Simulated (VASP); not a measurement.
Wanted: the native input for a VASP 6.6.1 run.

| Property | Result |
| --- | --- |
| Task | single point |
| Functional | PBEsol |
| Potentials or basis | VASP PAW PBE potentials, release 64 (Rb_sv) |
| Cutoff | 520 eV |
| k mesh | 6 × 6 × 6 |
| Occupations | fermi-dirac, width 0.1 eV |
| Spin | no spin polarisation |
| Dipole correction | no |
| Further INCAR settings | ALGO = Normal; EDIFF = 1e-06; NBANDS = 16 |

The structure of Rb lies in POSCAR:

```
Rb
1.0
    0.0000000000      5.2057640804      5.2057640804
    5.2057640804      0.0000000000      5.2057640804
    5.2057640804      5.2057640804      0.0000000000
Rb
2
Direct
    0.1250000000      0.1250000000      0.1250000000
    0.8750000000      0.8750000000      0.8750000000
```

This isn't the form of Rb at room conditions, which is bcc.

These files were run (other wordings do the same):

INCAR

```
PREC = Accurate
ENCUT = 520
EDIFF = 1E-6
ISMEAR = -1
SIGMA = 0.1
LREAL = F
LASPH = T
NELM = 100
ALGO = Normal
ISIF = 2
LWAVE = F
LCHARG = F
GGA = PS
NBANDS = 16
```

KPOINTS

```
regular mesh
0
Gamma
  6 6 6
```

Potentials or basis: VASP PAW PBE potentials, release 64 (Rb_sv).

Launch:

```bash
$ cat potpaw_PBE.64/Rb_sv/POTCAR > POTCAR
$ mpirun -np 1 vasp_std > vasp.out
```

It gave:

```json
{
  "Pressure": "-0.1 GPa",
  "Band gap on the k mesh": "zero (bands 9 and 10 overlap by 0.11 eV)"
}
```

Caveat: the PAW data sets were made with another functional, which shifts forces and pressure a little.

Wall time 69 s on 1 thread of Intel(R) Xeon(R) Platinum 8259CL CPU @ 2.50GHz (Skylake/Cascade Lake) (shared host), peak memory 0.43 GiB.
